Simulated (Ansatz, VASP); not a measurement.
# InP in VASP and in Ansatz

File POSCAR:

```
InP
1.0
    0.0000000000      2.9538133802      2.9538133802
    2.9538133802      0.0000000000      2.9538133802
    2.9538133802      2.9538133802      0.0000000000
In P
1 1
Direct
    0.0000000000      0.0000000000      0.0000000000
    0.2500000000      0.2500000000      0.2500000000
```

File INCAR.step1:

```
SYSTEM = InP
PREC = Accurate
ENCUT = 520
EDIFF = 1E-5
ISMEAR = 0
SIGMA = 0.01
LREAL = .FALSE.
LASPH = .TRUE.
NELM = 60
ALGO = Normal
ISIF = 2
LWAVE = .TRUE.
LCHARG = .FALSE.
GGA = PE
NBANDS = 16
```

The input INCAR.step2:

```
SYSTEM = InP
PREC = Accurate
ENCUT = 520
EDIFF = 1E-6
ISMEAR = 0
SIGMA = 0.01
LREAL = .FALSE.
LASPH = .TRUE.
NELM = 60
ALGO = Normal
ISIF = 2
LWAVE = .FALSE.
LCHARG = .FALSE.
GGA = PE
LHFCALC = .TRUE.
HFSCREEN = 0.2079
PRECFOCK = Normal
ISTART = 1
NBANDS = 16
```

File KPOINTS:

```
Automatic mesh
0
G
  4 4 4
  0 0 0
```

Input for Ansatz:

```yaml
crystal:
  lattice:
    - [0.0, 2.9538133802, 2.9538133802]
    - [2.9538133802, 0.0, 2.9538133802]
    - [2.9538133802, 2.9538133802, 0.0]
  atoms:
    - { symbol: In, position: [0.0, 0.0, 0.0] }
    - { symbol: P, position: [0.25, 0.25, 0.25] }
kpoints:
  mp_grid: { grid: [4, 4, 4] }
hamiltonian:
  xc: hse06
scf:
  occupations: { method: fixed }
  n_extra_bands: 4
output:
  forces: true
  stress: true
  eigenvalues: true
```

Alike in both runs: task single point; functional HSE06; k mesh 4 × 4 × 4; no spin polarisation.

|  | VASP | Ansatz |
| --- | --- | --- |
| version | VASP 6.6.1 | Ansatz 0.2.0 |
| potentials or method | VASP PAW PBE potentials, release 64 (In_d, P) | plane waves, PAW |
| plane-wave cutoff (eV) | 520 | 420 |
| occupations | gaussian, width 0.01 eV | fixed |
| valence electrons in the cell | 18 | 18 |

Ansatz gave:

- gap on the k mesh at the Fermi level (eV): 1.39
- pressure (GPa): 0.0

Which values does VASP return?

gap on the k mesh at the Fermi level (eV): 1.39; pressure (GPa): -0.2.

Ansatz's warnings: stress exchange threshold loose, stress scf threshold loose.

The k mesh is coarse, so the values compare programs but aren't converged.
